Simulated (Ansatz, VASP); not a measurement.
Two plane-wave programs on Ta2PbO3

```
Ta Pb O
1.0
     4.37630    0.00000    0.00000
    -2.18815    3.78998    0.00000
     0.00000    0.00000    8.70867
Ta Pb O
2 1 3
Direct
  0.33333 0.66667 0.50000
  0.66667 0.33333 0.00000
  0.33333 0.66667 0.00000
  0.33333 0.66667 0.28829
  0.33333 0.66667 0.71171
  0.66667 0.33333 0.50000
```

Alike in both runs: functional PBE; k mesh 5 × 5 × 2; occupations gaussian, width 0.2 eV; no spin polarisation.

Ansatz relaxed the structure, and its values are those at the end. VASP's run is a single point on that final structure, the one shown.

```csv
,VASP,Ansatz
version,VASP 6.6.1,Ansatz 0.2.0
potentials or method,"VASP PAW PBE potentials, release 64 (Ta_sv_GW, Pb_d, O), cutoff 700 eV","scalar-relativistic, plane waves, PAW"
valence electrons in the cell,58,58
```

Ansatz gave:

```
gap on the k mesh at the Fermi level (eV) : none
pressure (GPa)                            : 0.5
rms of the force components (eV/Å)        : 0.006
```

Task: What did VASP give for the same quantities?

Result: gap on the k mesh at the Fermi level (eV): none; pressure (GPa): 0.4; rms of the force components (eV/Å): 0.043.

A gap of «none» marks a metal or a gap that the smearing closes. The functional is the same, so the differences come from potentials, cutoffs and numerics.

The k mesh is coarse, so the values compare programs but aren't converged. Neither program's run includes spin-orbit coupling.
